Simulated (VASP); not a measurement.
# MnSb (Fm-3m) in VASP: notebook

The runs below take MnSb through single point, with PBE.

Everything below comes from runs of VASP 6.6.1. Logs are shortened: lines on timing, memory, paths and dates and some standing lists are left out, and cuts for length are marked.

### Step 1. The cell of the first run

Symmetry: Fm-3m, No. 225, cubic system. The conventional cell has a = 5.590 Å, b = 5.590 Å, c = 5.590 Å, α = 90.00°, β = 90.00°, γ = 90.00°. Sb (site symmetry m-3m) has 6 Mn at 2.80 Å within 3.7 Å. Mn (site symmetry m-3m) has 6 Sb at 2.80 Å within 3.7 Å.

### Step 2. Single point, PBE, collinear spin, ferromagnetic start

INCAR

```
ALGO     = Normal         # electronic algorithm
EDIFF    = 1E-6           # SCF threshold, eV
ENCUT    = 520            # plane-wave cutoff, eV
GGA      = PE             # functional
ISIF     = 2              # what is computed and relaxed
ISMEAR   = -1             # smearing method
ISPIN    = 2              # spin polarisation
LASPH    = True           # aspherical terms in the spheres
LCHARG   = False          # write CHGCAR
LMAXMIX  = 4              # l up to which the mixer works
LORBIT   = 11             # projections on sites
LREAL    = False          # projectors in reciprocal space
LWAVE    = False          # write WAVECAR
MAGMOM   = 0 6            # initial moments
NBANDS   = 20             # bands
NELM     = 150            # most SCF steps
NUPDOWN  = 6.0            # fixed moment
PREC     = Accurate       # precision mode
SIGMA    = 0.05           # smearing width, eV
```

KPOINTS

```
k-points
0
Gamma
  7 7 7
```

POSCAR

```
MnSb
1.0
    0.0000000000      2.7950160000      2.7950160000
    2.7950160000      0.0000000000      2.7950160000
    2.7950160000      2.7950160000      0.0000000000
Sb Mn
1 1
Direct
    0.5000000000      0.5000000000      0.5000000000
    0.0000000000      0.0000000000      0.0000000000
```

Potentials or basis: VASP PAW PBE potentials, release 64 (Sb, Mn_pv).

Launch:

```sh
$ cat potpaw_PBE.64/Sb/POTCAR potpaw_PBE.64/Mn_pv/POTCAR > POTCAR
$ mpirun -np 1 vasp_std > vasp.out
```

OUTCAR:

```text
EDIFF = 1E-6
   ENCUT = 520
   GGA = PE
   ISIF = 2
   ISMEAR = -1
   ISPIN = 2
   LASPH = True
   LORBIT = 11
   LREAL = False
   NELM = 150
   NUPDOWN = 6.0
   PREC = Accurate

 ion  position               nearest neighbor table
   1  0.500  0.500  0.500-   2 2.80   2 2.80   2 2.80   2 2.80   2 2.80   2 2.80
   2  0.000  0.000  0.000-   1 2.80   1 2.80   1 2.80   1 2.80   1 2.80   1 2.80

  LATTYP: Found a face centered cubic cell.
 ALAT       =     5.5900320000

  Lattice vectors:

 A1 = (   0.0000000000,   2.7950160000,   2.7950160000)
 A2 = (   2.7950160000,   0.0000000000,   2.7950160000)
 A3 = (   2.7950160000,   2.7950160000,   0.0000000000)

Analysis of symmetry for initial positions (statically):
=====================================================================
 Subroutine PRICEL returns:
 Original cell was already a primitive cell.

 Routine SETGRP: Setting up the symmetry group for a
 face centered cubic supercell.

 Subroutine GETGRP returns: Found 48 space group operations
[... 9 lines left out ...]

 Routine SETGRP: Setting up the symmetry group for a
 face centered cubic supercell.

 Subroutine GETGRP returns: Found 48 space group operations
 (whereof 48 operations were pure point group operations)
 out of a pool of 48 trial point group operations.

The dynamic configuration has the point symmetry O_h .

Analysis of structural, dynamic, and magnetic symmetry:
=====================================================================
 Subroutine PRICEL returns:
 Original cell was already a primitive cell.

 Routine SETGRP: Setting up the symmetry group for a
 face centered cubic supercell.

 Subroutine GETGRP returns: Found 48 space group operations
 (whereof 48 operations were pure point group operations)
 out of a pool of 48 trial point group operations.

The overall configuration has the point symmetry O_h .

 Subroutine INISYM returns: Found 48 space group operations
[... 5 lines left out ...]
                                     Primitive cell

  volume of cell :      43.6700

  direct lattice vectors                    reciprocal lattice vectors
     0.000000000  2.795016000  2.795016000    -0.178889853  0.178889853  0.178889853
     2.795016000  0.000000000  2.795016000     0.178889853 -0.178889853  0.178889853
     2.795016000  2.795016000  0.000000000     0.178889853  0.178889853 -0.178889853

  length of vectors
     3.952749534  3.952749534  3.952749534     0.309846314  0.309846314  0.309846314

  position of ions in fractional coordinates (direct lattice)
     0.500000000  0.500000000  0.500000000
     0.000000000  0.000000000  0.000000000

  ion indices of the primitive-cell ions
   primitive index   ion index
                 1           1
                 2           2

----------------------------------------------------------------------------------------

 KPOINTS: k-points

Automatic generation of k-mesh.
 Grid dimensions read from file:
 generate k-points for:    7    7    7

 Generating k-lattice:

  Cartesian coordinates                     Fractional coordinates (reciprocal lattice)
    -0.025555693  0.025555693  0.025555693     0.142857143  0.000000000  0.000000000
     0.025555693 -0.025555693  0.025555693     0.000000000  0.142857143  0.000000000
     0.025555693  0.025555693 -0.025555693     0.000000000  0.000000000  0.142857143

  Length of vectors
     0.044263759  0.044263759  0.044263759

  Shift w.r.t. Gamma in fractional coordinates (k-lattice)
     0.000000000  0.000000000  0.000000000

 Subroutine IBZKPT returns following result:
 ===========================================

 Found     20 irreducible k-points:

 Following reciprocal coordinates:
            Coordinates               Weight
  0.000000  0.000000  0.000000      1.000000
  0.142857  0.000000  0.000000      8.000000
  0.285714  0.000000  0.000000      8.000000
  0.428571  0.000000  0.000000      8.000000
  0.142857  0.142857  0.000000      6.000000
  0.285714  0.142857  0.000000     24.000000
[... 12 lines left out ...]
 -0.428571  0.428571  0.142857     24.000000
 -0.285714  0.428571  0.142857     24.000000
   k-points           NKPTS =     20   k-points in BZ     NKDIM =     20   number of bands    NBANDS=     20
   number of dos      NEDOS =    301   number of ions     NIONS =      2
   total plane-waves  NPLWV =  27000
   dimension x,y,z NGX =    30 NGY =   30 NGZ =   30
   dimension x,y,z NGXF=    60 NGYF=   60 NGZF=   60
   ions per type =               1   1
   NGX,Y,Z   is equivalent  to a cutoff of  12.62, 12.62, 12.62 a.u.
   NGXF,Y,Z  is equivalent  to a cutoff of  25.23, 25.23, 25.23 a.u.
 SYSTEM =  unknown system
   PREC   = accura    normal or accurate (medium, high low for compatibility)
   ISTART =      0    job   : 0-new  1-cont  2-samecut
   ICHARG =      2    charge: 1-file 2-atom 10-const
   ISPIN  =      2    spin polarized calculation?
   LNONCOLLINEAR =      F non collinear calculations
   LSORBIT =      F    spin-orbit coupling
   LASPH  =      T    aspherical Exc in radial PAW
   ENCUT  =  520.0 eV  38.22 Ry    6.18 a.u.   7.35  7.35  7.35*2*pi/ulx,y,z
   NELM   =    150;   NELMIN=  2; NELMDL= -5     # of ELM steps
   EDIFF  = 0.1E-05   stopping-criterion for ELM
   LREAL  =      F    real-space projection
   EDIFFG = 0.1E-04   stopping-criterion for IOM
   NSW    =      0    number of steps for IOM
   IBRION =     -1    ionic relax: 0-MD 1-quasi-New 2-CG
   NFREE  =      0    steps in history (QN), initial steepest desc. (CG)
   ISIF   =      2    stress and relaxation
   ISYM   =      2    0-nonsym 1-usesym 2-fastsym
   POTIM  = 0.5000    time-step for ionic-motion
   TEBEG  =    0.0;   TEEND  =   0.0 temperature during run
   PSTRESS=    0.0 pullay stress
   NELECT =      18.0000    total number of electrons
   NUPDOWN=       6.0000    fix difference up-down
   EMIN   =  10.00;   EMAX   =-10.00  energy-range for DOS
   EFERMI =   0.00;   METHOD = LEGACY
   ISMEAR =    -1;   SIGMA  =   0.05  broadening in eV -4-tet -1-fermi 0-gaus
   EFERMI_NEDOS =   21; number of points for ismear=-14 and -15
   IALGO  =     38    algorithm
   IMIX   =      4    mixing-type and parameters
     AMIX     =   0.40;   BMIX     =  1.00
     AMIX_MAG =   1.60;   BMIX_MAG =  1.00
  volume/ion in A,a.u.               =      21.83       147.35
  Fermi-wavevector in a.u.,A,eV,Ry     =   1.218348  2.302344 20.196106  1.484372
  Thomas-Fermi vector in A             =   2.353638
   LORBIT       =     11    0 simple, 1 ext, 2 COOP (PROOUT), +10 PAW based schemes
   GGA     = PE    functional components
   LHFCALC =     F    Hartree Fock is set to
   AEXX    =    0.0000 exact exchange contribution
   IVDW    =     0    specifies the selected vdW correction
   LEPSILON=     F    determine dielectric tensor
   LRPA    =     F    only Hartree local field effects (RPA)
 spin polarized calculation
  energy-cutoff  :      520.00
  volume of cell :       43.67
 maximum number of plane-waves:      1243
 NGX is ok and might be reduce to    30
   NGX = 15   NGY = 15   NGZ = 15

 number of electron      17.9999988 magnetization       5.9999995

 Free energy of the ion-electron system (eV)
  ---------------------------------------------------
  ext. energy  EPLUGINS =         0.00000000
  ---------------------------------------------------
  free energy    TOTEN  =       -10.65573363 eV

  energy without entropy =      -10.64198592  energy(sigma->0) =      -10.64885977

 E-fermi :   6.1530     XC(G=0): -10.5545

 val. band max:        9.7144801810   @ k =  -0.1429   0.1429   0.0000
 cond. band min:       6.2118804124   @ k =  -0.4286   0.1429   0.0000
 fundamental gap:     -3.5025997686
 Fermi energy:         9.7218880216

 spin component 1

 k-point     1 :       0.0000    0.0000    0.0000
  band No.  band energies     occupation
      1     -43.2749      1.00000
      2     -43.2749      1.00000
      3     -43.2749      1.00000
      4      -4.2203      1.00000
      5       4.0680      1.00000
      6       4.0680      1.00000
[... 12 lines left out ...]
     19      16.7461      0.00000
     20      16.7461      0.00000

 k-point     2 :       0.1429    0.0000    0.0000
  band No.  band energies     occupation
      1     -43.2755      1.00000
      2     -43.2749      1.00000
      3     -43.2749      1.00000
      4      -3.9503      1.00000
      5       3.9202      1.00000
      6       3.9549      1.00000
[... 406 lines left out ...]
 k-point    20 :      -0.2857    0.4286    0.1429
  band No.  band energies     occupation
      1     -43.2770      1.00000
      2     -43.2768      1.00000
      3     -43.2757      1.00000
      4      -1.5818      1.00000
      5       2.7321      1.00000
      6       3.0086      1.00000
[... 12 lines left out ...]
     19      22.5253      0.00000
     20      22.9157      0.00000
 Fermi energy:         6.1529836605

 spin component 2

 k-point     1 :       0.0000    0.0000    0.0000
  band No.  band energies     occupation
      1     -38.6510      1.00000
      2     -38.6510      1.00000
      3     -38.6510      1.00000
      4      -3.3181      1.00000
      5       7.9719      0.00000
      6       7.9719      0.00000
[... 12 lines left out ...]
     19      18.4709      0.00000
     20      18.4709      0.00000

 k-point     2 :       0.1429    0.0000    0.0000
  band No.  band energies     occupation
      1     -38.6518      1.00000
      2     -38.6510      1.00000
      3     -38.6510      1.00000
      4      -3.0559      1.00000
      5       6.9961      0.00000
      6       7.4383      0.00000
[... 406 lines left out ...]
 k-point    20 :      -0.2857    0.4286    0.1429
  band No.  band energies     occupation
      1     -38.6539      1.00000
      2     -38.6536      1.00000
      3     -38.6521      1.00000
      4      -0.7167      1.00000
      5       4.2309      1.00000
      6       4.2848      1.00000
[... 12 lines left out ...]
     19      23.9756      0.00000
     20      24.1173      0.00000

------------------------ aborting loop because EDIFF is reached ----------------------------------------

  FORCE on cell =-STRESS in cart. coord.  units (eV):
  Direction    XX          YY          ZZ          XY          YZ          ZX
  --------------------------------------------------------------------------------------
  -------------------------------------------------------------------------------------
  Total        4.4598036      4.4598036      4.4598036     -0.0000000     -0.0000000      0.0000000
  in kB      163.6226497    163.6226497    163.6226497     -0.0000000     -0.0000000      0.0000000
  external PRESSURE =     163.6226497 kB  Pullay stress =       0.0000000 kB

 VOLUME and BASIS-vectors are now :
 -----------------------------------------------------------------------------
  energy-cutoff  :      520.00
  volume of cell :       43.67
      direct lattice vectors                 reciprocal lattice vectors
     0.000000000  2.795016000  2.795016000    -0.178889853  0.178889853  0.178889853
     2.795016000  0.000000000  2.795016000     0.178889853 -0.178889853  0.178889853
     2.795016000  2.795016000  0.000000000     0.178889853  0.178889853 -0.178889853

 POSITION                                       TOTAL-FORCE (eV/Angst)
 -----------------------------------------------------------------------------------
      2.79502      2.79502      2.79502         0.000000      0.000000      0.000000
      0.00000      0.00000      0.00000        -0.000000     -0.000000     -0.000000
 -----------------------------------------------------------------------------------
    total drift:                               -0.000000      0.000000      0.000000

  FREE ENERGIE OF THE ION-ELECTRON SYSTEM (eV)
  ---------------------------------------------------
  free  energy   TOTEN  =       -10.6557336252 eV

  energy  without entropy=      -10.6419859243  energy(sigma->0) =      -10.64885977

 total charge

# of ion       s       p       d       tot
------------------------------------------
    1        1.165   1.310   0.044   2.519
    2        0.319   6.231   4.857  11.407
--------------------------------------------------
tot          1.484   7.541   4.901  13.927

 magnetization (x)

# of ion       s       p       d       tot
------------------------------------------
    1        0.046   0.397   0.031   0.473
    2        0.116   0.123   4.255   4.494
--------------------------------------------------
tot          0.162   0.520   4.286   4.967
```

Run time: 39 s. Hardware: 1 thread of Intel Xeon Platinum 8375C at 2.90GHz (Ice Lake), shared host; peak memory 0.2 GiB.

Results:

| Quantity | Value |
| --- | --- |
| Free energy | -10.6557 eV |
| Pressure | 16.4 GPa |
| Net moment | 6.00 μB per cell |
| Site moments | Sb +0.47; Mn +4.49 μB |
| Valence electrons inside the program's atomic spheres | Sb 2.52; Mn 11.41 |

Caveat: spin-orbit coupling is left out, which moves the levels of the heavy elements; the total moment is fixed, so each spin has its own Fermi level; a cell with one magnetic atom can't hold antiferromagnetic order, which such compounds often take.

(Part 1 of 2 ends here.)
